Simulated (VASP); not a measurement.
Here is a VASP 6.6.1 calculation.

INCAR

```
PREC = Accurate
ENCUT = 520
EDIFF = 1E-6
ISMEAR = 0
SIGMA = 0.02
LREAL = False
LASPH = True
NELM = 80
ALGO = Normal
ISIF = 2
LWAVE = False
LCHARG = False
NBANDS = 31
```

KPOINTS

```
regular mesh
0
Gamma
  6 6 2
```

The input POSCAR:

```
Be3ZnSe4
1.0
    3.7459511945      0.0000000000      0.0000000000
    0.0000000000      3.7459511945      0.0000000000
    0.0000000000      0.0000000000     10.7198059808
Be Zn Se
3 1 4
Direct
    0.5000000000      0.5000000000      0.2625378631
    0.0000000000      0.0000000000      0.5000000000
    0.5000000000      0.5000000000      0.7374621369
    0.0000000000      0.0000000000      0.0000000000
    0.5000000000      0.0000000000      0.3814309224
    0.0000000000      0.5000000000      0.6185690776
    0.5000000000      0.0000000000      0.8542124001
    0.0000000000      0.5000000000      0.1457875999
```

Potentials or basis: VASP PAW LDA potentials, release 64 (Be, Zn, Se).

Run with:

```sh
$ cat potpaw_LDA.64/Be/POTCAR potpaw_LDA.64/Zn/POTCAR potpaw_LDA.64/Se/POTCAR > POTCAR
$ mpirun -np 1 vasp_std > vasp.out
```

Problem. What does it give for the largest force?

Solution. 0.190 eV/Å.

Problem. Estimate the band gap on the k mesh.

Solution. 2.45 eV, direct.

Forces on the atoms (eV/Å):
```
Be   0.000  0.000 -0.008
Be   0.000  0.000  0.000
Be   0.000  0.000  0.008
Zn   0.000  0.000  0.000
Se   0.000  0.000 -0.003
Se   0.000  0.000  0.003
Se   0.000  0.000  0.190
Se   0.000  0.000 -0.190
```

A k mesh can miss the band edges. As with any semilocal functional, this LDA gap is likely too small.
